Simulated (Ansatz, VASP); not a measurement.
# Re: VASP beside Ansatz

```xyz
3
Lattice="4.3850 0.0000 0.0000 -2.1925 3.7975 0.0000 0.0000 0.0000 2.7350" Properties=species:S:1:pos:R:3 pbc="T T T"
Re    0.0000    2.5317    1.3675
Re    0.0000    0.0000    0.0000
Re    2.1925    1.2658    1.3675
```

Alike in both runs: task relaxation of cell and atoms; functional PBE; k mesh 12 × 12 × 16; occupations gaussian, width 0.1 eV; no spin polarisation.

```csv
,VASP,Ansatz
version,VASP 6.6.1,Ansatz 0.2.0
potentials or method,"VASP PAW PBE potentials, release 64 (Re), cutoff 600 eV","scalar-relativistic, plane waves, PAW"
valence electrons in the cell,21,45
```

|  | VASP | Ansatz | Ansatz less VASP |
| --- | --- | --- | --- |
| gap on the k mesh at the Fermi level, each at its own relaxed structure (eV) | none | none | - |
| relaxed volume (Å³/atom) | 15.17 | 15.20 | +0.029 |
| relaxed cell length with the largest relative difference (Å) | 4.374 | 4.379 | +0.0051 |

A gap of «none» marks a metal or a gap that the smearing closes. VASP's potentials hold 21 valence electrons a cell and Ansatz's 45, so a difference there can come from the potentials and not from the codes.

Spin-orbit coupling is off throughout.
